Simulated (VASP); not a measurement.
W, 1 atom in the cell. The structure is tetragonal, space group I4/mmm (No. 139). The conventional cell has a = 3.291 Å, b = 3.291 Å, c = 3.165 Å, α = 90.00°, β = 90.00°, γ = 90.00°. Within 3.7 Å of W (site symmetry 4/mmm) lie 14 W at 2.81 to 3.29 Å. 

```yaml
Program: VASP 6.6.1
Task: single point
Functional: PBE
Potentials_or_basis: VASP PAW PBE potentials, release 64 (W_sv)
Cutoff: 520 eV
k_mesh: 10 × 10 × 10
Occupations: fermi-dirac, width 0.05 eV
Spin: no spin polarisation
Dipole_correction: no
Further_INCAR_settings: ALGO = Normal; EDIFF = 1e-07; NBANDS = 13
```

Potentials or basis: VASP PAW PBE potentials, release 64 (W_sv).

The run is started by

```bash
$ cat potpaw_PBE.64/W_sv/POTCAR > POTCAR
$ mpirun -np 1 vasp_std > vasp.out
```

Hardware: 1 thread of Intel(R) Xeon(R) Platinum 8488C (Sapphire Rapids) (shared host).

**Question.** How long does it take, and how much memory?

**Answer.** It took 13 s on 1 thread of Intel(R) Xeon(R) Platinum 8488C (Sapphire Rapids) (shared host), peak memory 0.15 GiB. Counts: scf iterations 13, k points 102.
